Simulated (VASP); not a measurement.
Write the native input for VASP 6.6.1 that does the following.

| Quantity | Value |
| --- | --- |
| Task | single point |
| Functional | PBE |
| Potentials or basis | VASP PAW PBE potentials, release 64 (Ag, B) |
| Cutoff | 520 eV |
| k mesh | 14 × 14 × 11 |
| Occupations | fermi-dirac, width 0.05 eV |
| Spin | no spin polarisation |
| Dipole correction | no |
| Further INCAR settings | ALGO = Normal; EDIFF = 1e-07; NBANDS = 16 |

The structure of AgB2 lies in POSCAR:

```
AgB2
1.0
    3.0208496251      0.0000000000      0.0000000000
   -1.5104248126      2.6161325163      0.0000000000
    0.0000000000      0.0000000000      4.0622214555
Ag B
1 2
Direct
    0.0000000000      0.0000000000      0.0000000000
    0.3333333333      0.6666666667      0.5000000000
    0.6666666667      0.3333333333      0.5000000000
```

One way to write it, as run:

INCAR

```
PREC = Accurate ; ENCUT = 520
EDIFF = 1E-7 ; ISMEAR = -1
SIGMA = 0.05 ; LREAL = False
LASPH = True ; NELM = 80
ALGO = Normal ; ISIF = 2
LWAVE = False ; LCHARG = False
GGA = PE ; NBANDS = 16
```

KPOINTS

```
Automatic mesh
0
Gamma
  14 14 11
```

Potentials or basis: VASP PAW PBE potentials, release 64 (Ag, B).

Launch:

```sh
$ cat potpaw_PBE.64/Ag/POTCAR potpaw_PBE.64/B/POTCAR > POTCAR
$ mpirun -np 1 vasp_std > vasp.out
```

Results of the run:

* Pressure: -0.1 GPa
* Band gap on the k mesh: zero (an odd number of electrons rules out a gap without spin polarisation)

It took 79 s on 1 thread of Intel Xeon 8259CL, on a shared host, peak memory 0.2 GiB.
